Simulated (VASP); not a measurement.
# SnSe (P6_3mc) in VASP: notebook

The runs below take SnSe through single point, with LDA, PBE, r2SCAN.

Program: VASP 6.6.1. These are calculated values, not measurements. Logs are shortened: lines on timing, memory, paths and dates and some standing lists are left out, and cuts for length are marked.

### 1 The cell of the first run

It takes space group P6_3mc (No. 186, hexagonal). The conventional cell has a = 5.075 Å, b = 5.075 Å, c = 6.174 Å, α = 90.00°, β = 90.00°, γ = 120.00°. Sn (site symmetry 3m) has 5 Se at 2.80 to 3.38 Å within 3.7 Å. Within 3.7 Å of Se (site symmetry 3m) lie 5 Sn at 2.80 to 3.38 Å.

### 2 Single point, LDA

Input file INCAR:

```
SYSTEM = SnSe
PREC = Accurate
ENCUT = 520
EDIFF = 1E-6
ISMEAR = 0
SIGMA = 0.01
LREAL = .False.
LASPH = .True.
NELM = 80
ALGO = Normal
ISIF = 2
LWAVE = .False.
LCHARG = .True.
LELF = .True.
LVHAR = .True.
NBANDS = 28
```

Input file KPOINTS:

```
regular mesh
0
Gamma
  6 6 4
  0 0 0
```

Input file POSCAR:

```
SnSe
1.0
    5.0747781155      0.0000000000      0.0000000000
   -2.5373890578      4.3948867666      0.0000000000
    0.0000000000      0.0000000000      6.1736754650
Sn Se
2 2
Direct
    0.3333333333      0.6666666667     -0.0391356320
    0.6666666667      0.3333333333      0.4608643680
    0.3333333333      0.6666666667      0.4141356320
    0.6666666667      0.3333333333      0.9141356320
```

Potentials or basis: VASP PAW LDA potentials, release 64 (Sn_d, Se).

The run is started by

```sh
$ cat potpaw_LDA.64/Sn_d/POTCAR potpaw_LDA.64/Se/POTCAR > POTCAR
$ mpirun -np 1 vasp_std > vasp.out
```

OUTCAR:

```text
SYSTEM = SnSe
   PREC = Accurate
   ENCUT = 520
   EDIFF = 1E-6
   ISMEAR = 0
   LREAL = .False.
   LASPH = .True.
   NELM = 80
   ISIF = 2

 ion  position               nearest neighbor table
   1  0.333  0.667  0.961-   3 2.80   4 2.94   4 2.94   4 2.94
   2  0.667  0.333  0.461-   4 2.80   3 2.94   3 2.94   3 2.94
   3  0.333  0.667  0.414-   1 2.80   2 2.94   2 2.94   2 2.94
   4  0.667  0.333  0.914-   2 2.80   1 2.94   1 2.94   1 2.94

  LATTYP: Found a hexagonal cell.
 ALAT       =     5.0747781155
 C/A-ratio  =     1.2165409648

  Lattice vectors:

 A1 = (   5.0747781155,   0.0000000000,   0.0000000000)
 A2 = (  -2.5373890578,   4.3948867666,   0.0000000000)
 A3 = (   0.0000000000,   0.0000000000,   6.1736754650)

Analysis of symmetry for initial positions (statically):
=====================================================================
 Subroutine PRICEL returns:
 Original cell was already a primitive cell.

 Routine SETGRP: Setting up the symmetry group for a
 hexagonal supercell.

 Subroutine GETGRP returns: Found 12 space group operations
 (whereof  6 operations were pure point group operations)
 out of a pool of 24 trial point group operations.

The static configuration has the point symmetry C_3v.
 The point group associated with its full space group is C_6v.

Analysis of symmetry for dynamics (positions and initial velocities):
=====================================================================
 Subroutine PRICEL returns:
 Original cell was already a primitive cell.

 Routine SETGRP: Setting up the symmetry group for a
 hexagonal supercell.

 Subroutine GETGRP returns: Found 12 space group operations
 (whereof  6 operations were pure point group operations)
 out of a pool of 24 trial point group operations.

The dynamic configuration has the point symmetry C_3v.
 The point group associated with its full space group is C_6v.

 Subroutine INISYM returns: Found 12 space group operations
 (whereof  6 operations are pure point group operations),
 and found     1 'primitive' translations

----------------------------------------------------------------------------------------

                                     Primitive cell

  volume of cell :     137.6919

  direct lattice vectors                    reciprocal lattice vectors
     5.074778116  0.000000000  0.000000000     0.197052950  0.113768574  0.000000000
    -2.537389058  4.394886767  0.000000000     0.000000000  0.227537148  0.000000000
     0.000000000  0.000000000  6.173675465     0.000000000  0.000000000  0.161978064

  length of vectors
     5.074778116  5.074778116  6.173675465     0.227537148  0.227537148  0.161978064

  position of ions in fractional coordinates (direct lattice)
     0.333333333  0.666666667  0.960864368
     0.666666667  0.333333333  0.460864368
     0.333333333  0.666666667  0.414135632
     0.666666667  0.333333333  0.914135632

  ion indices of the primitive-cell ions
   primitive index   ion index
                 1           1
                 2           2
                 3           3
                 4           4

----------------------------------------------------------------------------------------

 KPOINTS: regular mesh

Automatic generation of k-mesh.
 Grid dimensions read from file:
 generate k-points for:    6    6    4

 Generating k-lattice:

  Cartesian coordinates                     Fractional coordinates (reciprocal lattice)
     0.032842158  0.018961429  0.000000000     0.166666667  0.000000000  0.000000000
     0.000000000  0.037922858  0.000000000     0.000000000  0.166666667  0.000000000
     0.000000000  0.000000000  0.040494516     0.000000000  0.000000000  0.250000000

  Length of vectors
     0.037922858  0.037922858  0.040494516

  Shift w.r.t. Gamma in fractional coordinates (k-lattice)
     0.000000000  0.000000000  0.000000000

 Subroutine IBZKPT returns following result:
 ===========================================

 Found     21 irreducible k-points:

 Following reciprocal coordinates:
            Coordinates               Weight
  0.000000  0.000000  0.000000      1.000000
  0.166667 -0.000000  0.000000      6.000000
  0.333333 -0.000000  0.000000      6.000000
  0.500000  0.000000  0.000000      3.000000
  0.166667  0.166667  0.000000      6.000000
  0.333333  0.166667  0.000000     12.000000
[... 13 lines left out ...]
  0.333333  0.166667  0.500000     12.000000
  0.333333  0.333333  0.500000      2.000000
   k-points           NKPTS =     21   k-points in BZ     NKDIM =     21   number of bands    NBANDS=     28
   number of dos      NEDOS =    301   number of ions     NIONS =      4
   total plane-waves  NPLWV =  76800
   dimension x,y,z NGX =    40 NGY =   40 NGZ =   48
   dimension x,y,z NGXF=    80 NGYF=   80 NGZF=   96
   ions per type =               2   2
   NGX,Y,Z   is equivalent  to a cutoff of  13.10, 13.10, 12.93 a.u.
   NGXF,Y,Z  is equivalent  to a cutoff of  26.21, 26.21, 25.85 a.u.
 SYSTEM =  SnSe
   PREC   = accura    normal or accurate (medium, high low for compatibility)
   ISTART =      0    job   : 0-new  1-cont  2-samecut
   ICHARG =      2    charge: 1-file 2-atom 10-const
   ISPIN  =      1    spin polarized calculation?
   LNONCOLLINEAR =      F non collinear calculations
   LSORBIT =      F    spin-orbit coupling
   LASPH  =      T    aspherical Exc in radial PAW
   ENCUT  =  520.0 eV  38.22 Ry    6.18 a.u.   9.44  9.44 11.48*2*pi/ulx,y,z
   NELM   =     80;   NELMIN=  2; NELMDL= -5     # of ELM steps
   EDIFF  = 0.1E-05   stopping-criterion for ELM
   LREAL  =      F    real-space projection
   EDIFFG = 0.1E-04   stopping-criterion for IOM
   NSW    =      0    number of steps for IOM
   IBRION =     -1    ionic relax: 0-MD 1-quasi-New 2-CG
   NFREE  =      0    steps in history (QN), initial steepest desc. (CG)
   ISIF   =      2    stress and relaxation
   ISYM   =      2    0-nonsym 1-usesym 2-fastsym
   POTIM  = 0.5000    time-step for ionic-motion
   TEBEG  =    0.0;   TEEND  =   0.0 temperature during run
   PSTRESS=    0.0 pullay stress
   NELECT =      40.0000    total number of electrons
   NUPDOWN=      -1.0000    fix difference up-down
   EMIN   =  10.00;   EMAX   =-10.00  energy-range for DOS
   EFERMI =   0.00;   METHOD = LEGACY
   ISMEAR =     0;   SIGMA  =   0.01  broadening in eV -4-tet -1-fermi 0-gaus
   EFERMI_NEDOS =   21; number of points for ismear=-14 and -15
   IALGO  =     38    algorithm
   IMIX   =      4    mixing-type and parameters
     AMIX     =   0.40;   BMIX     =  1.00
     AMIX_MAG =   1.60;   BMIX_MAG =  1.00
  volume/ion in A,a.u.               =      34.42       232.30
  Fermi-wavevector in a.u.,A,eV,Ry     =   1.084240  2.048916 15.994679  1.175576
  Thomas-Fermi vector in A             =   2.220325
   LORBIT       =      0    0 simple, 1 ext, 2 COOP (PROOUT), +10 PAW based schemes
   GGA     = CA    functional components
   LHFCALC =     F    Hartree Fock is set to
   AEXX    =    0.0000 exact exchange contribution
   IVDW    =     0    specifies the selected vdW correction
   LEPSILON=     F    determine dielectric tensor
   LRPA    =     F    only Hartree local field effects (RPA)
 non-spin polarized calculation
 Gauss-broadening in eV      SIGMA  =   0.01
  energy-cutoff  :      520.00
  volume of cell :      137.69
 maximum number of plane-waves:      3740
 NGX is ok and might be reduce to    40
   NGX = 19   NGY = 19   NGZ = 23

 number of electron      40.0000007 magnetization

 Free energy of the ion-electron system (eV)
  ---------------------------------------------------
  ext. energy  EPLUGINS =         0.00000000
  ---------------------------------------------------
  free energy    TOTEN  =       -18.21829688 eV

  energy without entropy =      -18.21829688  energy(sigma->0) =      -18.21829688

 E-fermi :   3.5655     XC(G=0):  -8.6348

 val. band max:        3.4614447180   @ k =   0.3333   0.3333   0.5000
 cond. band min:       4.2968067862   @ k =   0.3333   0.3333   0.5000
 fundamental gap:      0.8353620682
 Fermi energy:         3.5654989129

 k-point     1 :       0.0000    0.0000    0.0000
  band No.  band energies     occupation
      1     -18.1127      2.00000
      2     -18.1053      2.00000
      3     -18.1053      2.00000
      4     -18.1052      2.00000
      5     -18.1052      2.00000
      6     -18.0905      2.00000
[... 20 lines left out ...]
     27       8.8842      0.00000
     28       9.0305      0.00000

 k-point     2 :       0.1667   -0.0000    0.0000
  band No.  band energies     occupation
      1     -18.1146      2.00000
      2     -18.1064      2.00000
      3     -18.1053      2.00000
      4     -18.1038      2.00000
      5     -18.1021      2.00000
      6     -18.0904      2.00000
[... 20 lines left out ...]
     27       8.7300      0.00000
     28       8.7313      0.00000

 k-point     3 :       0.3333   -0.0000    0.0000
  band No.  band energies     occupation
      1     -18.1167      2.00000
      2     -18.1086      2.00000
      3     -18.1044      2.00000
      4     -18.1018      2.00000
      5     -18.0971      2.00000
      6     -18.0907      2.00000
[... 20 lines left out ...]
     27       8.4893      0.00000
     28       9.0235      0.00000

 k-point     4 :       0.5000    0.0000    0.0000
  band No.  band energies     occupation
      1     -18.1173      2.00000
      2     -18.1097      2.00000
      3     -18.1039      2.00000
      4     -18.1009      2.00000
      5     -18.0942      2.00000
      6     -18.0916      2.00000
[... 485 lines left out ...]
     27       9.9601      0.00000
     28       9.9601      0.00000

 k-point    20 :       0.3333    0.1667    0.5000
  band No.  band energies     occupation
      1     -18.1092      2.00000
      2     -18.1092      2.00000
      3     -18.1032      2.00000
      4     -18.1032      2.00000
      5     -18.0965      2.00000
      6     -18.0965      2.00000
[... 20 lines left out ...]
     27       9.3130      0.00000
     28       9.3130      0.00000

 k-point    21 :       0.3333    0.3333    0.5000
  band No.  band energies     occupation
      1     -18.1091      2.00000
      2     -18.1091      2.00000
      3     -18.1029      2.00000
      4     -18.1029      2.00000
      5     -18.0964      2.00000
      6     -18.0964      2.00000
[... 20 lines left out ...]
     27       9.0728      0.00000
     28       9.0728      0.00000

------------------------ aborting loop because EDIFF is reached ----------------------------------------

  FORCE on cell =-STRESS in cart. coord.  units (eV):
  Direction    XX          YY          ZZ          XY          YZ          ZX
  --------------------------------------------------------------------------------------
  -------------------------------------------------------------------------------------
  Total       -1.9688235     -1.9688235     -1.8281201      0.0000000      0.0000000      0.0000000
  in kB      -22.9091425    -22.9091425    -21.2719230      0.0000000      0.0000000      0.0000000
  external PRESSURE =     -22.3634026 kB  Pullay stress =       0.0000000 kB

 VOLUME and BASIS-vectors are now :
 -----------------------------------------------------------------------------
  energy-cutoff  :      520.00
  volume of cell :      137.69
      direct lattice vectors                 reciprocal lattice vectors
     5.074778116  0.000000000  0.000000000     0.197052950  0.113768574  0.000000000
    -2.537389058  4.394886767  0.000000000     0.000000000  0.227537148  0.000000000
     0.000000000  0.000000000  6.173675465     0.000000000  0.000000000  0.161978064

 POSITION                                       TOTAL-FORCE (eV/Angst)
 -----------------------------------------------------------------------------------
     -0.00000      2.92992      5.93206        -0.000000     -0.000000     -0.021314
      2.53739      1.46496      2.84523         0.000000      0.000000     -0.021314
     -0.00000      2.92992      2.55674         0.000000      0.000000      0.021314
      2.53739      1.46496      5.64358         0.000000     -0.000000      0.021314
 -----------------------------------------------------------------------------------
    total drift:                               -0.000000      0.000000     -0.000439

  FREE ENERGIE OF THE ION-ELECTRON SYSTEM (eV)
  ---------------------------------------------------
  free  energy   TOTEN  =       -18.2182968803 eV

  energy  without entropy=      -18.2182968803  energy(sigma->0) =      -18.21829688
```

It took 70 s on 1 thread of Intel Xeon Platinum 8259CL at 2.50GHz (Skylake/Cascade Lake), shared host; peak memory 0.24 GiB.

What came out:

- Free energy: -18.2183 eV
- Pressure: -2.2 GPa
- Largest force: 0.021 eV/Å
- Band gap on the k mesh: 0.84 eV, direct

Forces on the atoms (eV/Å):
```
Sn   0.000  0.000 -0.021
Sn   0.000  0.000 -0.021
Se   0.000  0.000  0.021
Se   0.000  0.000  0.021
```

Stress tensor (GPa, compression positive):
```
-2.29  0.00  0.00
 0.00 -2.29  0.00
 0.00  0.00 -2.13
```

Caveat: spin-orbit coupling is left out, which moves the levels of the heavy elements. A k mesh can miss the band edges.

(Continued in part 2 of 2.)
